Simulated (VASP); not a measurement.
# B3As2 (P-3m1) in VASP: relaxation of cell and atoms with PBE

Aim: the relaxation of cell and atoms of B3As2 with PBE.

Everything below comes from runs of VASP 6.6.1. Logs are shortened: lines on timing, memory, paths and dates and some standing lists are left out, and cuts for length are marked.

**1. The cell of the first run**

The structure is trigonal, space group P-3m1 (No. 164). The conventional cell has a = 3.176 Å, b = 3.176 Å, c = 6.834 Å, α = 90.00°, β = 90.00°, γ = 120.00°. Within 2.9 Å of B (site symmetry -3m) lie 6 As at 2.22 Å. B (site symmetry 3m) has 3 B at 1.85 Å and 1 As at 2.05 Å within 2.5 Å. Within 2.7 Å of As (site symmetry 3m) lie 4 B at 2.05 to 2.22 Å.

The cell was generated, and may not be a known phase.

**2. Relaxation of cell and atoms, PBE**

Contents of INCAR:

```
ALGO = Normal
EDIFF = 1E-6
EDIFFG = -0.01
ENCUT = 600
GGA = PE
IBRION = 2
ISIF = 3
ISMEAR = 0
LASPH = True
LCHARG = False
LREAL = False
LWAVE = False
NELM = 100
NSW = 100
PREC = Accurate
SIGMA = 0.1
```

Contents of KPOINTS:

```
k-points
0
Gamma
  12 12 6
```

Contents of POSCAR:

```
B3As2
1.0
    3.1761335362      0.0000000000      0.0000000000
   -1.5880667681      2.7506123282      0.0000000000
    0.0000000000      0.0000000000      6.8339752195
B As
3 2
Direct
    0.0000000000      0.0000000000      0.0000000000
    0.3333333333      0.6666666667      0.4839705901
    0.6666666667      0.3333333333      0.5160294099
    0.3333333333      0.6666666667      0.1836392938
    0.6666666667      0.3333333333      0.8163607062
```

Potentials or basis: VASP PAW PBE potentials, release 64 (B, As).

Run with:

```sh
$ cat potpaw_PBE.64/B/POTCAR potpaw_PBE.64/As/POTCAR > POTCAR
$ mpirun -np 1 vasp_std > vasp.out
```

OUTCAR:

```text
EDIFF = 1E-6
   EDIFFG = -0.01
   ENCUT = 600
   GGA = PE
   IBRION = 2
   ISIF = 3
   ISMEAR = 0
   LASPH = True
   LREAL = False
   NELM = 100
   NSW = 100
   PREC = Accurate

 ion  position               nearest neighbor table
   1  0.000  0.000  0.000-   4 2.22   5 2.22   5 2.22   4 2.22   5 2.22   4 2.22
   2  0.333  0.667  0.484-   3 1.85   3 1.85   3 1.85   4 2.05
   3  0.667  0.333  0.516-   2 1.85   2 1.85   2 1.85   5 2.05
   4  0.333  0.667  0.184-   2 2.05   1 2.22   1 2.22   1 2.22
   5  0.667  0.333  0.816-   3 2.05   1 2.22   1 2.22   1 2.22

  LATTYP: Found a hexagonal cell.
 ALAT       =     3.1761335362
 C/A-ratio  =     2.1516649541

  Lattice vectors:

 A1 = (   3.1761335362,   0.0000000000,   0.0000000000)
 A2 = (  -1.5880667681,   2.7506123282,   0.0000000000)
 A3 = (   0.0000000000,   0.0000000000,   6.8339752195)

Analysis of symmetry for initial positions (statically):
=====================================================================
 Subroutine PRICEL returns:
 Original cell was already a primitive cell.

 Routine SETGRP: Setting up the symmetry group for a
 hexagonal supercell.

 Subroutine GETGRP returns: Found 12 space group operations
 (whereof 12 operations were pure point group operations)
 out of a pool of 24 trial point group operations.

The static configuration has the point symmetry D_3d.

Analysis of symmetry for dynamics (positions and initial velocities):
=====================================================================
 Subroutine PRICEL returns:
 Original cell was already a primitive cell.

 Routine SETGRP: Setting up the symmetry group for a
 hexagonal supercell.

 Subroutine GETGRP returns: Found 12 space group operations
 (whereof 12 operations were pure point group operations)
 out of a pool of 24 trial point group operations.

The dynamic configuration has the point symmetry D_3d.

 Subroutine INISYM returns: Found 12 space group operations
 (whereof 12 operations are pure point group operations),
 and found     1 'primitive' translations

----------------------------------------------------------------------------------------

                                     Primitive cell

  volume of cell :      59.7037

  direct lattice vectors                    reciprocal lattice vectors
     3.176133536  0.000000000  0.000000000     0.314848223  0.181777706  0.000000000
    -1.588066768  2.750612328  0.000000000     0.000000000  0.363555413  0.000000000
     0.000000000  0.000000000  6.833975220     0.000000000  0.000000000  0.146327718

  length of vectors
     3.176133536  3.176133536  6.833975220     0.363555413  0.363555413  0.146327718

  position of ions in fractional coordinates (direct lattice)
[... 110 lines left out ...]
   GGA     = PE    functional components
   LHFCALC =     F    Hartree Fock is set to
   AEXX    =    0.0000 exact exchange contribution
   IVDW    =     0    specifies the selected vdW correction
   LEPSILON=     F    determine dielectric tensor
   LRPA    =     F    only Hartree local field effects (RPA)
 conjugate gradient relaxation of ions
 non-spin polarized calculation
 Gauss-broadening in eV      SIGMA  =   0.10
  energy-cutoff  :      600.00
  volume of cell :       59.70
 maximum number of plane-waves:      2010
 NGX is ok and might be reduce to    28
   NGX = 13   NGY = 13   NGZ = 27

--------------------------------------- Ionic step        1  -------------------------------------------

 number of electron      19.0000000 magnetization

 Free energy of the ion-electron system (eV)
  ---------------------------------------------------
  ext. energy  EPLUGINS =         0.00000000
  ---------------------------------------------------
  free energy    TOTEN  =       -26.35868927 eV

  energy without entropy =      -26.34965055  energy(sigma->0) =      -26.35416991

------------------------ aborting loop because EDIFF is reached ----------------------------------------

  FORCE on cell =-STRESS in cart. coord.  units (eV):
  Direction    XX          YY          ZZ          XY          YZ          ZX
  --------------------------------------------------------------------------------------
  -------------------------------------------------------------------------------------
  Total        0.0308839      0.0308839      0.2097359      0.0000000     -0.0000000      0.0000000
  in kB        0.8287846      0.8287846      5.6283581      0.0000000     -0.0000000      0.0000000
  external PRESSURE =       2.4286424 kB  Pullay stress =       0.0000000 kB
[... 299 lines left out ...]
--------------------------------------- Ionic step        9  -------------------------------------------

 number of electron      19.0000000 magnetization

 Free energy of the ion-electron system (eV)
  ---------------------------------------------------
  ext. energy  EPLUGINS =         0.00000000
  ---------------------------------------------------
  free energy    TOTEN  =       -26.36520097 eV

  energy without entropy =      -26.35773688  energy(sigma->0) =      -26.36146892

 E-fermi :   6.3013     XC(G=0): -11.0979

 val. band max:        6.2724624176   @ k =  -0.1667   0.4167   0.3333
 cond. band min:       6.3037026056   @ k =   0.0000   0.4167   0.1667
 fundamental gap:      0.0312401880
 Fermi energy:         6.3013363406

 k-point     1 :       0.0000    0.0000    0.0000
  band No.  band energies     occupation
      1      -9.5768      2.00000
      2      -6.6629      2.00000
      3      -4.7542      2.00000
      4       2.1431      2.00000
      5       3.6009      2.00000
      6       6.2712      1.32999
      7       6.2712      1.32999
      8       6.4600      0.02487
      9       6.4600      0.02487
     10       9.1472      0.00000
     11       9.1472      0.00000
     12      11.3417      0.00000
     13      11.4855      0.00000
[... 354 lines left out ...]
  band No.  band energies     occupation
      1      -9.0614      2.00000
      2      -6.4766      2.00000
      3      -3.8877      2.00000
      4       1.3295      2.00000
      5       3.1239      2.00000
      6       4.6197      2.00000
      7       4.8743      2.00000
      8       5.4092      2.00000
      9       6.1484      1.96947
     10       6.6362      0.00000
     11       9.2984      0.00000
     12      10.3507      0.00000
     13      11.7927      0.00000

 [... further k-points ...]

------------------------ aborting loop because EDIFF is reached ----------------------------------------

  FORCE on cell =-STRESS in cart. coord.  units (eV):
  Direction    XX          YY          ZZ          XY          YZ          ZX
  --------------------------------------------------------------------------------------
  -------------------------------------------------------------------------------------
  Total       -0.0125115     -0.0125115     -0.0162450      0.0000000     -0.0000000      0.0000000
  in kB       -0.3361017     -0.3361017     -0.4363974      0.0000000     -0.0000000      0.0000000
  external PRESSURE =      -0.3695336 kB  Pullay stress =       0.0000000 kB
[... 20 lines left out ...]
  FREE ENERGIE OF THE ION-ELECTRON SYSTEM (eV)
  ---------------------------------------------------
  free  energy   TOTEN  =       -26.3652009656 eV

  energy  without entropy=      -26.3577368750  energy(sigma->0) =      -26.36146892

 reached required accuracy - stopping structural energy minimisation
```

OSZICAR:

```text
N       E                     dE             d eps       ncg     rms          rms(c)
DAV:   1     0.622602622491E+02    0.62260E+02   -0.90901E+03  2600   0.142E+03
DAV:   2    -0.245507992671E+02   -0.86811E+02   -0.83358E+02  3432   0.203E+02
DAV:   3    -0.289220146406E+02   -0.43712E+01   -0.42544E+01  3496   0.466E+01
[... 64 lines left out ...]
       N       E                     dE             d eps       ncg     rms          rms(c)
DAV:   1    -0.263652130872E+02   -0.68748E-04   -0.33098E-03  2790   0.468E-01    0.256E-02
DAV:   2    -0.263652069459E+02    0.61413E-05   -0.13762E-04  3500   0.919E-02    0.171E-02
DAV:   3    -0.263652012230E+02    0.57229E-05   -0.13619E-05  3221   0.232E-02    0.633E-03
DAV:   4    -0.263652009656E+02    0.25744E-06   -0.18084E-06  2025   0.102E-02
   9 F= -.26365201E+02 E0= -.26361469E+02  d E =-.309671E-03
```

CONTCAR:

```text
B3As2
   1.00000000000000
     3.1876182040048442    0.0000000000000000    0.0000000000000000
    -1.5938091020024221    2.7605583422734452    0.0000000000000000
     0.0000000000000000    0.0000000000000001    6.7777406397945148
  B               As
     3     2
Direct
     0.0000000000000000    0.0000000000000000    0.0000000000000000
     0.3333333332999970    0.6666666667000030    0.4882486028669095
     0.6666666667000030    0.3333333332999970    0.5117513971330906
     0.3333333332999970    0.6666666667000030    0.1833939149604985
     0.6666666667000030    0.3333333332999970    0.8166060850395016

  0.00000000E+00  0.00000000E+00  0.00000000E+00
  0.00000000E+00  0.00000000E+00  0.00000000E+00
  0.00000000E+00  0.00000000E+00  0.00000000E+00
  0.00000000E+00  0.00000000E+00  0.00000000E+00
  0.00000000E+00  0.00000000E+00  0.00000000E+00
```

Run time: 5.2 min. Hardware: 1 thread of AMD EPYC 7R13 (Zen 3), shared host; peak memory 0.24 GiB.

Results:

```
Free energy                           : -26.3652 eV
Relaxed volume                        : 11.93 Å³/atom
Relaxed cell                          : a = 3.188 Å, b = 3.188 Å, c = 6.778 Å, α = 90.00°, β = 90.00°, γ = 120.00°
Space group after relaxing (to 0.1 Å) : P-3m1 (No. 164)
Energy gained by relaxing             : 1.3 meV/atom
Ionic steps                           : 9
Pressure after relaxing               : 0.0 GPa
Largest force after relaxing          : 0.005 eV/Å
Band gap on the k mesh                : zero (an odd number of electrons rules out a gap without spin polarisation)
```

Forces on the atoms (eV/Å):
```
B    0.000  0.000  0.000
B    0.000  0.000  0.005
B    0.000  0.000 -0.005
As   0.000  0.000  0.001
As   0.000  0.000 -0.001
```

The path:
```tsv
step	energy change (eV)	largest force (eV/Å)	pressure (GPa)	volume (Å³)
1	0.0000	0.2177	0.24	59.70
2	-0.0036	0.0451	-0.14	59.86
3	-0.0037	0.0455	-0.13	59.85
4	-0.0044	0.0404	-0.03	59.79
5	-0.0059	0.0385	0.24	59.59
6	-0.0038	0.0540	0.88	59.19
7	-0.0062	0.0414	0.36	59.50
8	-0.0065	0.0157	-0.20	59.70
9	-0.0065	0.0046	-0.04	59.64
```

Final structure:
```
B As
1.0
     3.18762    0.00000    0.00000
    -1.59381    2.76056    0.00000
     0.00000    0.00000    6.77774
B As
3 2
Direct
  0.00000 0.00000 0.00000
  0.33333 0.66667 0.48825
  0.66667 0.33333 0.51175
  0.33333 0.66667 0.18339
  0.66667 0.33333 0.81661
```

The gap in the log of VASP goes by the Fermi energy; the results here count the filled bands.